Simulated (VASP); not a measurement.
# BP in VASP: a series of runs

Runs on BP. Level: PBEsol. Tasks: single point.

All numbers are computed with VASP 6.6.1; they aren't measurements. Logs are shortened: lines on timing, memory, paths and dates and some standing lists are left out, and cuts for length are marked.

### 1 The cell of the first run

The structure is cubic, space group F-43m (No. 216). The conventional cell has a = 4.498 Å, b = 4.498 Å, c = 4.498 Å, α = 90.00°, β = 90.00°, γ = 90.00°. Within 2.6 Å of B (site symmetry -43m) lie 4 P at 1.95 Å. Within 2.6 Å of P (site symmetry -43m) lie 4 B at 1.95 Å.

### 2 Single point, PBEsol

File INCAR:

```
SYSTEM = BP
PREC = Accurate ; ENCUT = 500
EDIFF = 1E-6 ; ISMEAR = 0
SIGMA = 0.01 ; LREAL = .FALSE.
LASPH = .TRUE. ; NELM = 120
ALGO = Normal ; ISIF = 2
LWAVE = .FALSE. ; LCHARG = .TRUE.
GGA = PS ; LELF = .TRUE.
LVHAR = .TRUE. ; NBANDS = 11
GGA_COMPAT = .FALSE.
```

File KPOINTS:

```
regular mesh
0
G
  8 8 8
  0 0 0
```

File POSCAR:

```
BP
1.0
    0.0000000000      2.2487699386      2.2487699386
    2.2487699386      0.0000000000      2.2487699386
    2.2487699386      2.2487699386      0.0000000000
B P
1 1
Direct
    0.0000000000      0.0000000000      0.0000000000
    0.7500000000      0.7500000000      0.7500000000
```

Potentials or basis: VASP PAW PBE potentials, release 64 (B, P).

Run with:

```
$ cat potpaw_PBE.64/B/POTCAR potpaw_PBE.64/P/POTCAR > POTCAR
$ mpirun -np 1 vasp_std > vasp.out
```

OUTCAR:

```text
SYSTEM = BP
   PREC = Accurate
   ENCUT = 500
   EDIFF = 1E-6
   ISMEAR = 0
   LREAL = .FALSE.
   LASPH = .TRUE.
   NELM = 120
   ISIF = 2
   GGA = PS

 ion  position               nearest neighbor table
   1  0.000  0.000  0.000-   2 1.95   2 1.95   2 1.95   2 1.95
   2  0.750  0.750  0.750-   1 1.95   1 1.95   1 1.95   1 1.95

  LATTYP: Found a face centered cubic cell.
 ALAT       =     4.4975398772

  Lattice vectors:

 A1 = (   0.0000000000,   2.2487699386,   2.2487699386)
 A2 = (   2.2487699386,   0.0000000000,   2.2487699386)
 A3 = (   2.2487699386,   2.2487699386,   0.0000000000)

Analysis of symmetry for initial positions (statically):
=====================================================================
 Subroutine PRICEL returns:
 Original cell was already a primitive cell.

 Routine SETGRP: Setting up the symmetry group for a
 face centered cubic supercell.

 Subroutine GETGRP returns: Found 24 space group operations
 (whereof 24 operations were pure point group operations)
 out of a pool of 48 trial point group operations.

The static configuration has the point symmetry T_d .

Analysis of symmetry for dynamics (positions and initial velocities):
=====================================================================
 Subroutine PRICEL returns:
 Original cell was already a primitive cell.

 Routine SETGRP: Setting up the symmetry group for a
 face centered cubic supercell.

 Subroutine GETGRP returns: Found 24 space group operations
 (whereof 24 operations were pure point group operations)
 out of a pool of 48 trial point group operations.

The dynamic configuration has the point symmetry T_d .

 Subroutine INISYM returns: Found 24 space group operations
 (whereof 24 operations are pure point group operations),
 and found     1 'primitive' translations

----------------------------------------------------------------------------------------

                                     Primitive cell

  volume of cell :      22.7439

  direct lattice vectors                    reciprocal lattice vectors
     0.000000000  2.248769939  2.248769939    -0.222343776  0.222343776  0.222343776
     2.248769939  0.000000000  2.248769939     0.222343776 -0.222343776  0.222343776
     2.248769939  2.248769939  0.000000000     0.222343776  0.222343776 -0.222343776

  length of vectors
     3.180240946  3.180240946  3.180240946     0.385110717  0.385110717  0.385110717

  position of ions in fractional coordinates (direct lattice)
     0.000000000  0.000000000  0.000000000
     0.750000000  0.750000000  0.750000000

  ion indices of the primitive-cell ions
   primitive index   ion index
                 1           1
                 2           2

----------------------------------------------------------------------------------------

 KPOINTS: regular mesh

Automatic generation of k-mesh.
 Grid dimensions read from file:
 generate k-points for:    8    8    8

 Generating k-lattice:

  Cartesian coordinates                     Fractional coordinates (reciprocal lattice)
    -0.027792972  0.027792972  0.027792972     0.125000000  0.000000000  0.000000000
     0.027792972 -0.027792972  0.027792972     0.000000000  0.125000000  0.000000000
     0.027792972  0.027792972 -0.027792972     0.000000000  0.000000000  0.125000000

  Length of vectors
     0.048138840  0.048138840  0.048138840

  Shift w.r.t. Gamma in fractional coordinates (k-lattice)
     0.000000000  0.000000000  0.000000000

 Subroutine IBZKPT returns following result:
 ===========================================

 Found     29 irreducible k-points:

 Following reciprocal coordinates:
            Coordinates               Weight
  0.000000  0.000000  0.000000      1.000000
  0.125000  0.000000  0.000000      8.000000
  0.250000  0.000000  0.000000      8.000000
  0.375000  0.000000  0.000000      8.000000
  0.500000  0.000000  0.000000      4.000000
  0.125000  0.125000  0.000000      6.000000
[... 16 lines left out ...]
  0.500000  0.250000  0.125000     48.000000
 -0.375000  0.250000  0.125000     24.000000
 [... further k-points ...]
   k-points           NKPTS =     29   k-points in BZ     NKDIM =     29   number of bands    NBANDS=     11
   number of dos      NEDOS =    301   number of ions     NIONS =      2
   total plane-waves  NPLWV =  13824
   dimension x,y,z NGX =    24 NGY =   24 NGZ =   24
   dimension x,y,z NGXF=    48 NGYF=   48 NGZF=   48
   ions per type =               1   1
   NGX,Y,Z   is equivalent  to a cutoff of  12.55, 12.55, 12.55 a.u.
   NGXF,Y,Z  is equivalent  to a cutoff of  25.09, 25.09, 25.09 a.u.
 SYSTEM =  BP
   PREC   = accura    normal or accurate (medium, high low for compatibility)
   ISTART =      0    job   : 0-new  1-cont  2-samecut
   ICHARG =      2    charge: 1-file 2-atom 10-const
   ISPIN  =      1    spin polarized calculation?
   LNONCOLLINEAR =      F non collinear calculations
   LSORBIT =      F    spin-orbit coupling
   LASPH  =      T    aspherical Exc in radial PAW
   ENCUT  =  500.0 eV  36.75 Ry    6.06 a.u.   5.80  5.80  5.80*2*pi/ulx,y,z
   NELM   =    120;   NELMIN=  2; NELMDL= -5     # of ELM steps
   EDIFF  = 0.1E-05   stopping-criterion for ELM
   LREAL  =      F    real-space projection
   EDIFFG = 0.1E-04   stopping-criterion for IOM
   NSW    =      0    number of steps for IOM
   IBRION =     -1    ionic relax: 0-MD 1-quasi-New 2-CG
   NFREE  =      0    steps in history (QN), initial steepest desc. (CG)
   ISIF   =      2    stress and relaxation
   ISYM   =      2    0-nonsym 1-usesym 2-fastsym
   POTIM  = 0.5000    time-step for ionic-motion
   TEBEG  =    0.0;   TEEND  =   0.0 temperature during run
   PSTRESS=    0.0 pullay stress
   NELECT =       8.0000    total number of electrons
   NUPDOWN=      -1.0000    fix difference up-down
   EMIN   =  10.00;   EMAX   =-10.00  energy-range for DOS
   EFERMI =   0.00;   METHOD = LEGACY
   ISMEAR =     0;   SIGMA  =   0.01  broadening in eV -4-tet -1-fermi 0-gaus
   EFERMI_NEDOS =   21; number of points for ismear=-14 and -15
   IALGO  =     38    algorithm
   IMIX   =      4    mixing-type and parameters
     AMIX     =   0.40;   BMIX     =  1.00
     AMIX_MAG =   1.60;   BMIX_MAG =  1.00
  volume/ion in A,a.u.               =      11.37        76.74
  Fermi-wavevector in a.u.,A,eV,Ry     =   1.155624  2.183812 18.170122  1.335466
  Thomas-Fermi vector in A             =   2.292251
   LORBIT       =      0    0 simple, 1 ext, 2 COOP (PROOUT), +10 PAW based schemes
   GGA     = PS    functional components
   LHFCALC =     F    Hartree Fock is set to
   AEXX    =    0.0000 exact exchange contribution
   IVDW    =     0    specifies the selected vdW correction
   LEPSILON=     F    determine dielectric tensor
   LRPA    =     F    only Hartree local field effects (RPA)
 non-spin polarized calculation
 Gauss-broadening in eV      SIGMA  =   0.01
  energy-cutoff  :      500.00
  volume of cell :       22.74
 maximum number of plane-waves:       589
   NGX = 11   NGY = 11   NGZ = 11

 number of electron       8.0000001 magnetization

 Free energy of the ion-electron system (eV)
  ---------------------------------------------------
  ext. energy  EPLUGINS =         0.00000000
  ---------------------------------------------------
  free energy    TOTEN  =       -13.66803801 eV

  energy without entropy =      -13.66803801  energy(sigma->0) =      -13.66803801

 E-fermi :   7.7770     XC(G=0): -11.1589

 val. band max:        7.7272872016   @ k =   0.0000   0.0000   0.0000
 cond. band min:       8.8585258194   @ k =   0.3750   0.3750   0.0000
 fundamental gap:      1.1312386178
 Fermi energy:         7.7770105549

 k-point     1 :       0.0000    0.0000    0.0000
  band No.  band energies     occupation
      1      -8.0133      2.00000
      2       7.7273      2.00000
      3       7.7273      2.00000
      4       7.7273      2.00000
      5      11.1244      0.00000
      6      11.1244      0.00000
      7      11.1244      0.00000
      8      15.4797      0.00000
      9      19.1560      0.00000
     10      19.9278      0.00000
     11      19.9278      0.00000

 k-point     2 :       0.1250    0.0000    0.0000
  band No.  band energies     occupation
      1      -7.7251      2.00000
      2       5.8278      2.00000
      3       7.2841      2.00000
      4       7.2841      2.00000
      5      11.6956      0.00000
      6      11.7351      0.00000
      7      11.7351      0.00000
      8      16.2146      0.00000
      9      18.9543      0.00000
     10      18.9543      0.00000
     11      20.0253      0.00000

 k-point     3 :       0.2500    0.0000    0.0000
  band No.  band energies     occupation
      1      -6.8779      2.00000
      2       2.7660      2.00000
      3       6.5783      2.00000
      4       6.5783      2.00000
      5      11.8096      0.00000
      6      12.5040      0.00000
      7      12.5040      0.00000
      8      17.4878      0.00000
      9      18.6880      0.00000
     10      18.6880      0.00000
     11      20.7746      0.00000

 k-point     4 :       0.3750    0.0000    0.0000
  band No.  band energies     occupation
      1      -5.5726      2.00000
      2      -0.0347      2.00000
      3       6.0931      2.00000
      4       6.0931      2.00000
      5      11.6825      0.00000
      6      12.5189      0.00000
      7      12.5189      0.00000
      8      17.8357      0.00000
      9      20.4209      0.00000
     10      20.4209      0.00000
     11      21.6571      0.00000
[... 239 lines left out ...]
 k-point    22 :       0.3750    0.2500    0.1250
  band No.  band energies     occupation
      1      -6.1345      2.00000
      2       2.7276      2.00000
      3       3.7949      2.00000
      4       5.6946      2.00000
      5      11.1439      0.00000
      6      13.6901      0.00000
      7      13.9940      0.00000
      8      15.3541      0.00000
      9      19.4492      0.00000
     10      21.7289      0.00000
     11      23.5465      0.00000

 k-point    23 :       0.5000    0.2500    0.1250
  band No.  band energies     occupation
      1      -4.8598      2.00000
      2       0.4778      2.00000
      3       3.1531      2.00000
      4       4.8864      2.00000
      5      11.7657      0.00000
      6      13.2116      0.00000
      7      15.1058      0.00000
      8      16.1641      0.00000
      9      20.2642      0.00000
     10      21.2433      0.00000
     11      24.9109      0.00000

 k-point    24 :      -0.3750    0.2500    0.1250
  band No.  band energies     occupation
      1      -3.8819      2.00000
      2      -0.9415      2.00000
      3       3.0848      2.00000
      4       4.4976      2.00000
      5      11.8272      0.00000
      6      12.9539      0.00000
      7      16.1748      0.00000
      8      17.6176      0.00000
      9      18.2109      0.00000
     10      22.2817      0.00000
     11      24.6085      0.00000

 [... further k-points ...]

------------------------ aborting loop because EDIFF is reached ----------------------------------------

  FORCE on cell =-STRESS in cart. coord.  units (eV):
  Direction    XX          YY          ZZ          XY          YZ          ZX
  --------------------------------------------------------------------------------------
  -------------------------------------------------------------------------------------
  Total        0.3907867      0.3907867      0.3907867     -0.0000000     -0.0000000     -0.0000000
  in kB       27.5286748     27.5286748     27.5286748     -0.0000000     -0.0000000     -0.0000000
  external PRESSURE =      27.5286748 kB  Pullay stress =       0.0000000 kB

 VOLUME and BASIS-vectors are now :
 -----------------------------------------------------------------------------
  energy-cutoff  :      500.00
  volume of cell :       22.74
      direct lattice vectors                 reciprocal lattice vectors
     0.000000000  2.248769939  2.248769939    -0.222343776  0.222343776  0.222343776
     2.248769939  0.000000000  2.248769939     0.222343776 -0.222343776  0.222343776
     2.248769939  2.248769939  0.000000000     0.222343776  0.222343776 -0.222343776

 POSITION                                       TOTAL-FORCE (eV/Angst)
 -----------------------------------------------------------------------------------
      0.00000      0.00000      0.00000        -0.000000      0.000000      0.000000
      3.37315      3.37315      3.37315         0.000000     -0.000000     -0.000000
 -----------------------------------------------------------------------------------
    total drift:                               -0.000000     -0.000000     -0.000000

  FREE ENERGIE OF THE ION-ELECTRON SYSTEM (eV)
  ---------------------------------------------------
  free  energy   TOTEN  =       -13.6680380066 eV

  energy  without entropy=      -13.6680380066  energy(sigma->0) =      -13.66803801
```

It took 6.8 s on 1 thread of Intel Xeon Platinum 8259CL at 2.50GHz (Skylake/Cascade Lake), shared host; peak memory 0.13 GiB.

Results:

```yaml
Free_energy: -13.6680 eV
Pressure: 2.8 GPa
Band_gap_on_the_k_mesh: 1.13 eV, indirect (least direct gap 3.40 eV)
```

Caveat: the PAW data sets were made with another functional, which shifts forces and pressure a little.

(Part 1 of 2 ends here.)
